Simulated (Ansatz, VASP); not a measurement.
## AgBr: VASP beside Ansatz

The input INCAR:

```
SYSTEM = AgBr
  ALGO = Normal
  EDIFF = 1E-6
  ENCUT = 500
  GGA = PS
  GGA_COMPAT = .FALSE.
  ISIF = 2
  ISMEAR = -1
  LASPH = .TRUE.
  LCHARG = .FALSE.
  LMAXMIX = 4
  LORBIT = 11
  LORBMOM = .TRUE.
  LREAL = .FALSE.
  LSORBIT = .TRUE.
  LWAVE = .FALSE.
  MAGMOM = 0 0 0 0 0 0
  NBANDS = 30
  NELM = 200
  PREC = Accurate
  SIGMA = 0.01
```

Contents of KPOINTS:

```
k-points
0
G
  8 8 8
  0 0 0
```

The input POSCAR:

```
AgBr
1.0
    2.8043637235      2.8043637235      0.0000000000
   -2.8043637235      2.8043637235      0.0000000000
    0.0000000000      2.8043637235      2.8043637235
Ag Br
1 1
Direct
    0.0000000000      0.0000000000      0.0000000000
    0.5000000000      0.5000000000      0.0000000000
```

Input for Ansatz:

```yaml
crystal:
  lattice:
    - [2.80436372351, 2.80436372351, 0.0]
    - [-2.80436372351, 2.80436372351, 0.0]
    - [0.0, 2.80436372351, 2.80436372351]
  atoms:
    - { symbol: Ag, position: [0.0, 0.0, 0.0] }
    - { symbol: Br, position: [0.5, 0.5, 0.0] }
kpoints:
  mp_grid: { grid: [8, 8, 8] }
scf:
  occupations: { method: fermi_dirac, width: 0.01 }
  convergence: { dr2_threshold: 1.0e-10 }
hamiltonian:
  xc: pbesol
  pseudopotentials: { kind: all_electron, lapw: { basis_error: 0.0005 } }
magnetization:
  noncollinear: true
  spin_orbit: true
output:
  forces: true
  stress: true
  eigenstates:
    kpoints:
      - [0.0, 0.0, 0.0]
      - [0.5, 0.0, 0.0]
      - [0.0, 0.5, 0.5]
      - [0.0, -0.5, 0.0]
      - [0.5, 0.0, 0.5]
      - [-0.5, -0.5, -0.5]
      - [-0.5, 0.5, 0.0]
      - [0.0, 0.0, -0.5]
  eigenvalues: true
```

Alike in both runs: task single point; functional PBEsol; k mesh 8 × 8 × 8; occupations fermi-dirac, width 0.01 eV; non-collinear spin, spin-orbit coupling.

|  | VASP | Ansatz |
| --- | --- | --- |
| version | VASP 6.6.1 | Ansatz 0.2.0 |
| potentials or method | VASP PAW PBE potentials, release 64 (Ag, Br), cutoff 500 eV | all-electron LAPW |

```tsv
	VASP	Ansatz	Ansatz less VASP
pressure (GPa)	2.0	2.0	+0.02
net moment per atom (μB)	0.00	0.00	0.000
```

VASP's potentials were made for PBE, not for PBEsol. Ansatz ran all-electron here, and VASP with PAW potentials.
